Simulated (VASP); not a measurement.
# PbO (R-3m) in VASP: relaxation of cell and atoms with PBE

Aim: the relaxation of cell and atoms of PbO with PBE.

All numbers are computed with VASP 6.6.1; they aren't measurements. Logs are shortened: lines on timing, memory, paths and dates and some standing lists are left out, and cuts for length are marked.

## Step 1: The cell of the first run

The structure is trigonal, space group R-3m (No. 166). Conventional cell: a = 3.227 Å, b = 3.227 Å, c = 15.416 Å, α = 90.00°, β = 90.00°, γ = 120.00°. Pb (site symmetry -3m) has 6 O at 3.17 Å and 6 Pb at 3.23 Å within 4.2 Å. O (site symmetry -3m) has 6 Pb at 3.17 Å and 6 O at 3.23 Å within 4.2 Å.

## Step 2: Relaxation of cell and atoms, PBE

INCAR

```
ALGO = Normal ; EDIFF = 1E-7
EDIFFG = -0.04 ; ENCUT = 600
GGA = PE ; IBRION = 2
ISIF = 3 ; ISMEAR = 0
LASPH = True ; LCHARG = False
LREAL = False ; LWAVE = False
NELM = 80 ; NSW = 90
PREC = Accurate ; SIGMA = 0.1
```

KPOINTS

```
k-points
0
Gamma
  6 6 6
```

POSCAR

```
PbO
1.0
    1.6133538618      0.9314702864      5.1388308190
   -1.6133538618      0.9314702864      5.1388308190
    0.0000000000     -1.8629405728      5.1388308190
Pb O
1 1
Direct
    0.0000000000      0.0000000000      0.0000000000
    0.5000000000      0.5000000000      0.5000000000
```

Potentials or basis: VASP PAW PBE potentials, release 64 (Pb_d, O).

Launch:

```console
$ cat potpaw_PBE.64/Pb_d/POTCAR potpaw_PBE.64/O/POTCAR > POTCAR
$ mpirun -np 1 vasp_std > vasp.out
```

OUTCAR:

```text
EDIFF = 1E-7
   EDIFFG = -0.04
   ENCUT = 600
   GGA = PE
   IBRION = 2
   ISIF = 3
   ISMEAR = 0
   LASPH = True
   LREAL = False
   NELM = 80
   NSW = 90
   PREC = Accurate

 ion  position               nearest neighbor table
   1  0.000  0.000  0.000-
   2  0.500  0.500  0.500-

  LATTYP: Found a trigonal (rhomboedric) cell.
 ALAT       =     5.4660890739
 COS(alpha) =     0.8257648184

  Lattice vectors:

 A1 = (   1.6133538618,   0.9314702864,   5.1388308190)
 A2 = (  -1.6133538618,   0.9314702864,   5.1388308190)
 A3 = (   0.0000000000,  -1.8629405728,   5.1388308190)

Analysis of symmetry for initial positions (statically):
=====================================================================
 Subroutine PRICEL returns:
 Original cell was already a primitive cell.

 Routine SETGRP: Setting up the symmetry group for a
 trigonal (rhombohedral) supercell.

 Subroutine GETGRP returns: Found 12 space group operations
 (whereof 12 operations were pure point group operations)
 out of a pool of 12 trial point group operations.

The static configuration has the point symmetry D_3d.

Analysis of symmetry for dynamics (positions and initial velocities):
=====================================================================
 Subroutine PRICEL returns:
 Original cell was already a primitive cell.

 Routine SETGRP: Setting up the symmetry group for a
 trigonal (rhombohedral) supercell.

 Subroutine GETGRP returns: Found 12 space group operations
 (whereof 12 operations were pure point group operations)
 out of a pool of 12 trial point group operations.

The dynamic configuration has the point symmetry D_3d.

 Subroutine INISYM returns: Found 12 space group operations
 (whereof 12 operations are pure point group operations),
 and found     1 'primitive' translations

----------------------------------------------------------------------------------------

                                     Primitive cell

  volume of cell :      46.3355

  direct lattice vectors                    reciprocal lattice vectors
     1.613353862  0.931470286  5.138830819     0.309913412  0.178928592  0.064865598
    -1.613353862  0.931470286  5.138830819    -0.309913412  0.178928592  0.064865598
     0.000000000 -1.862940573  5.138830819     0.000000000 -0.357857184  0.064865598

  length of vectors
     5.466089074  5.466089074  5.466089074     0.363688479  0.363688479  0.363688479

  position of ions in fractional coordinates (direct lattice)
     0.000000000  0.000000000  0.000000000
     0.500000000  0.500000000  0.500000000

  ion indices of the primitive-cell ions
   primitive index   ion index
                 1           1
                 2           2

----------------------------------------------------------------------------------------

 KPOINTS: k-points

Automatic generation of k-mesh.
 Grid dimensions read from file:
 generate k-points for:    6    6    6

 Generating k-lattice:

  Cartesian coordinates                     Fractional coordinates (reciprocal lattice)
     0.051652235  0.029821432  0.010810933     0.166666667  0.000000000 -0.000000000
    -0.051652235  0.029821432  0.010810933     0.000000000  0.166666667 -0.000000000
     0.000000000 -0.059642864  0.010810933    -0.000000000 -0.000000000  0.166666667

  Length of vectors
     0.060614746  0.060614746  0.060614746

  Shift w.r.t. Gamma in fractional coordinates (k-lattice)
     0.000000000  0.000000000  0.000000000

 Subroutine IBZKPT returns following result:
 ===========================================

 Found     32 irreducible k-points:

 Following reciprocal coordinates:
            Coordinates               Weight
  0.000000  0.000000  0.000000      1.000000
  0.166667 -0.000000  0.000000      6.000000
  0.333333 -0.000000  0.000000      6.000000
  0.500000 -0.000000  0.000000      3.000000
  0.166667  0.166667  0.000000      6.000000
  0.333333  0.166667  0.000000     12.000000
[... 16 lines left out ...]
  0.500000  0.500000  0.166667      6.000000
 -0.333333  0.500000  0.166667     12.000000
 [... further k-points ...]
   k-points           NKPTS =     32   k-points in BZ     NKDIM =     32   number of bands    NBANDS=     14
   number of dos      NEDOS =    301   number of ions     NIONS =      2
   total plane-waves  NPLWV = 110592
   dimension x,y,z NGX =    48 NGY =   48 NGZ =   48
   dimension x,y,z NGXF=    96 NGYF=   96 NGZF=   96
   ions per type =               1   1
   NGX,Y,Z   is equivalent  to a cutoff of  14.60, 14.60, 14.60 a.u.
   NGXF,Y,Z  is equivalent  to a cutoff of  29.20, 29.20, 29.20 a.u.
 SYSTEM =  unknown system
   PREC   = accura    normal or accurate (medium, high low for compatibility)
   ISTART =      0    job   : 0-new  1-cont  2-samecut
   ICHARG =      2    charge: 1-file 2-atom 10-const
   ISPIN  =      1    spin polarized calculation?
   LNONCOLLINEAR =      F non collinear calculations
   LSORBIT =      F    spin-orbit coupling
   LASPH  =      T    aspherical Exc in radial PAW
   ENCUT  =  600.0 eV  44.10 Ry    6.64 a.u.  10.92 10.92 10.92*2*pi/ulx,y,z
   NELM   =     80;   NELMIN=  2; NELMDL= -5     # of ELM steps
   EDIFF  = 0.1E-06   stopping-criterion for ELM
   LREAL  =      F    real-space projection
   EDIFFG = -.4E-01   stopping-criterion for IOM
   NSW    =     90    number of steps for IOM
   IBRION =      2    ionic relax: 0-MD 1-quasi-New 2-CG
   NFREE  =      1    steps in history (QN), initial steepest desc. (CG)
   ISIF   =      3    stress and relaxation
   ISYM   =      2    0-nonsym 1-usesym 2-fastsym
   POTIM  = 0.5000    time-step for ionic-motion
   TEBEG  =    0.0;   TEEND  =   0.0 temperature during run
   PSTRESS=    0.0 pullay stress
   NELECT =      20.0000    total number of electrons
   NUPDOWN=      -1.0000    fix difference up-down
   EMIN   =  10.00;   EMAX   =-10.00  energy-range for DOS
   EFERMI =   0.00;   METHOD = LEGACY
   ISMEAR =     0;   SIGMA  =   0.10  broadening in eV -4-tet -1-fermi 0-gaus
   EFERMI_NEDOS =   21; number of points for ismear=-14 and -15
   IALGO  =     38    algorithm
   IMIX   =      4    mixing-type and parameters
     AMIX     =   0.40;   BMIX     =  1.00
     AMIX_MAG =   1.60;   BMIX_MAG =  1.00
  volume/ion in A,a.u.               =      23.17       156.34
  Fermi-wavevector in a.u.,A,eV,Ry     =   1.237220  2.338006 20.826603  1.530712
  Thomas-Fermi vector in A             =   2.371796
   LORBIT       =      0    0 simple, 1 ext, 2 COOP (PROOUT), +10 PAW based schemes
   GGA     = PE    functional components
   LHFCALC =     F    Hartree Fock is set to
   AEXX    =    0.0000 exact exchange contribution
   IVDW    =     0    specifies the selected vdW correction
   LEPSILON=     F    determine dielectric tensor
   LRPA    =     F    only Hartree local field effects (RPA)
 conjugate gradient relaxation of ions
 non-spin polarized calculation
 Gauss-broadening in eV      SIGMA  =   0.10
  energy-cutoff  :      600.00
  volume of cell :       46.34
 maximum number of plane-waves:      1568
 NGX is ok and might be reduce to    48
   NGX = 21   NGY = 21   NGZ = 21

--------------------------------------- Ionic step        1  -------------------------------------------

 number of electron      20.0000000 magnetization

 Free energy of the ion-electron system (eV)
  ---------------------------------------------------
  ext. energy  EPLUGINS =         0.00000000
  ---------------------------------------------------
  free energy    TOTEN  =        -7.15349844 eV

  energy without entropy =       -7.13485662  energy(sigma->0) =       -7.14417753

 E-fermi :   3.1066     XC(G=0):  -9.4287

 val. band max:        3.0964541446   @ k =  -0.1667   0.1667   0.1667
 cond. band min:       3.1198144196   @ k =   0.5000   0.1667   0.1667
 fundamental gap:      0.0233602750
 Fermi energy:         3.1066470860

 k-point     1 :       0.0000    0.0000    0.0000
  band No.  band energies     occupation
      1     -13.9240      2.00000
      2     -13.8913      2.00000
      3     -13.8913      2.00000
      4     -13.5173      2.00000
      5     -13.5173      2.00000
      6     -12.4865      2.00000
      7      -7.0431      2.00000
      8       0.3359      2.00000
      9       3.3497      0.00059
     10       3.3497      0.00059
     11       6.1785      0.00000
     12      11.4655      0.00000
     13      13.0396      0.00000
     14      13.0396      0.00000
[... 377 lines left out ...]
      1     -13.9601      2.00000
      2     -13.7628      2.00000
      3     -13.6091      2.00000
      4     -13.5902      2.00000
      5     -13.4542      2.00000
      6     -12.0505      2.00000
      7      -3.6863      2.00000
      8       0.8438      2.00000
      9       1.6192      2.00000
     10       2.7277      2.00000
     11       3.4360      0.00000
     12       6.0902      0.00000
     13       7.4547      0.00000
     14      12.4041      0.00000

 [... further k-points ...]

------------------------ aborting loop because EDIFF is reached ----------------------------------------

  FORCE on cell =-STRESS in cart. coord.  units (eV):
  Direction    XX          YY          ZZ          XY          YZ          ZX
  --------------------------------------------------------------------------------------
  -------------------------------------------------------------------------------------
  Total        0.8278631      0.8278631     -7.8457101      0.0000000     -0.0000000      0.0000000
  in kB       28.6256203     28.6256203   -271.2867810      0.0000000     -0.0000000      0.0000000
  external PRESSURE =     -71.3451801 kB  Pullay stress =       0.0000000 kB
[... 89 lines left out ...]
  FREE ENERGIE OF THE ION-ELECTRON SYSTEM (eV)
  ---------------------------------------------------
  free  energy   TOTEN  =        11.1678297498 eV

  energy  without entropy=       11.1707582723  energy(sigma->0) =       11.16929401

 E-fermi :  10.2407     XC(G=0): -11.8618

 val. band max:        9.7962726653   @ k =   0.5000   0.3333   0.3333
 cond. band min:      10.7363771393   @ k =   0.5000   0.5000   0.5000
 fundamental gap:      0.9401044741
 Fermi energy:        10.2407400953

 k-point     1 :       0.0000    0.0000    0.0000
  band No.  band energies     occupation
      1      -9.9624      2.00000
      2      -7.0385      2.00000
      3      -7.0138      2.00000
      4      -7.0138      2.00000
      5      -6.8035      2.00000
      6      -6.8035      2.00000
      7       2.2256      2.00000
      8       5.8703      2.00000
      9       6.2002      2.00000
     10       6.2002      2.00000
     11      19.1886      0.00000
     12      20.2276      0.00000
     13      20.2276      0.00000
     14      20.2864      0.00000
[... 377 lines left out ...]
      1      -9.5803      2.00000
      2      -7.0990      2.00000
      3      -6.7974      2.00000
      4      -6.7849      2.00000
      5      -6.6220      2.00000
      6      -5.5702      2.00000
      7       2.3347      2.00000
      8       3.0578      2.00000
      9       4.2668      2.00000
     10       7.8138      2.00000
     11      13.9529      0.00000
     12      14.6367      0.00000
     13      15.1791      0.00000
     14      20.5736      0.00000

 [... further k-points ...]

[... ionic steps 4 to 7 ...]

--------------------------------------- Ionic step        8  -------------------------------------------

 number of electron      20.0000000 magnetization

------------------------ aborting loop because EDIFF is reached ----------------------------------------
[... 67 lines left out ...]
--------------------------------------- Ionic step       10  -------------------------------------------

 number of electron      20.0000000 magnetization

 Free energy of the ion-electron system (eV)
  ---------------------------------------------------
  ext. energy  EPLUGINS =         0.00000000
  ---------------------------------------------------
  free energy    TOTEN  =       -10.38614343 eV

  energy without entropy =      -10.38612550  energy(sigma->0) =      -10.38613446

 E-fermi :   6.4506     XC(G=0): -10.5393

 val. band max:        6.2609927756   @ k =   0.5000   0.5000   0.5000
 cond. band min:       6.6653399350   @ k =   0.5000  -0.0000   0.0000
 fundamental gap:      0.4043471594
 Fermi energy:         6.4505600145

 k-point     1 :       0.0000    0.0000    0.0000
  band No.  band energies     occupation
      1     -11.2478      2.00000
      2     -10.1041      2.00000
      3     -10.1030      2.00000
      4     -10.1030      2.00000
      5      -9.9834      2.00000
      6      -9.9834      2.00000
      7      -1.1989      2.00000
      8       3.9367      2.00000
      9       3.9969      2.00000
     10       3.9969      2.00000
     11      14.3898      0.00000
     12      14.4564      0.00000
     13      14.4564      0.00000
     14      16.6697      0.00000
[... 377 lines left out ...]
      1     -11.3192      2.00000
      2     -10.1292      2.00000
      3      -9.9951      2.00000
      4      -9.9577      2.00000
      5      -9.9225      2.00000
      6      -9.0818      2.00000
      7      -0.4665      2.00000
      8       1.5614      2.00000
      9       2.5067      2.00000
     10       4.7124      2.00000
     11      10.2861      0.00000
     12      10.7711      0.00000
     13      10.8209      0.00000
     14      16.1199      0.00000

 [... further k-points ...]

------------------------ aborting loop because EDIFF is reached ----------------------------------------

  FORCE on cell =-STRESS in cart. coord.  units (eV):
  Direction    XX          YY          ZZ          XY          YZ          ZX
  --------------------------------------------------------------------------------------
  -------------------------------------------------------------------------------------
  Total        0.0294032      0.0294032     -0.0534292      0.0000000      0.0000000      0.0000000
  in kB        1.2964167      1.2964167     -2.3557492      0.0000000      0.0000000      0.0000000
  external PRESSURE =       0.0790281 kB  Pullay stress =       0.0000000 kB
[... 17 lines left out ...]
  FREE ENERGIE OF THE ION-ELECTRON SYSTEM (eV)
  ---------------------------------------------------
  free  energy   TOTEN  =       -10.3861434267 eV

  energy  without entropy=      -10.3861254974  energy(sigma->0) =      -10.38613446

 reached required accuracy - stopping structural energy minimisation
```

Wall time 8.8 min (1 thread of Intel Xeon 6975P-C (Granite Rapids), shared host); peak memory 0.4 GiB.

Results:

- Free energy: -10.3861 eV
- Relaxed volume: 18.17 Å³/atom
- Relaxed cell: a = 3.731 Å, b = 3.731 Å, c = 3.731 Å, α = 59.53°, β = 59.53°, γ = 59.53°
- Space group after relaxing (to 0.1 Å): Fm-3m (No. 225)
- Pressure after relaxing: 0.0 GPa
- Band gap on the k mesh: 0.40 eV (least direct gap 0.42 eV)

Final structure:
```
CELL_PARAMETERS angstrom
1.85234 1.06945 3.05725
-1.85234 1.06945 3.05725
0.00000 -2.13889 3.05725
ATOMIC_POSITIONS crystal
Pb 0.00000 0.00000 0.00000
O 0.50000 0.50000 0.50000
```

Caveat: the volume moved by over 15 % at a fixed basis, so the end points are rough; spin-orbit coupling is left out, which moves the levels of the heavy elements.
